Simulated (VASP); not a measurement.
Input of a VASP 6.6.1 run:

Contents of INCAR:

```
SYSTEM = YI
PREC = Accurate
ENCUT = 500
EDIFF = 1E-6
ISMEAR = -1
SIGMA = 0.3
LREAL = .FALSE.
LASPH = .TRUE.
NELM = 120
ALGO = Normal
ISIF = 2
LWAVE = .FALSE.
LCHARG = .FALSE.
NBANDS = 26
GGA_COMPAT = .FALSE.
```

File KPOINTS:

```
Automatic mesh
0
G
  5 5 2
  0 0 0
```

POSCAR

```
YI
1.0
    3.9559700000      0.0000000000      0.0000000000
   -1.9779850000      3.4259705166      0.0000000000
    0.0000000000      0.0000000000     11.0794800000
Y I
2 2
Direct
    0.6666666667      0.3333333333      0.6267300000
    0.3333333333      0.6666666667      0.3732700000
    0.3333333333      0.6666666667      0.8199800000
    0.6666666667      0.3333333333      0.1800200000
```

Potentials or basis: VASP PAW LDA potentials, release 64 (Y_sv, I).

Command:

```bash
$ cat potpaw_LDA.64/Y_sv/POTCAR potpaw_LDA.64/I/POTCAR > POTCAR
$ mpirun -np 1 vasp_std > vasp.out
```

(1) Predict the pressure.

(2) Predict the largest force.

(3) What does it give for the band gap on the k mesh?

## Answers

(1) -2.9 GPa.

(2) 0.442 eV/Å.

(3) zero (bands 18 and 19 overlap by 0.30 eV).

Caveat: the k points lie up to 0.37 Å⁻¹ apart; so wide a smearing shifts energies and pressures; spin-orbit coupling is left out, which moves the levels of the heavy elements.
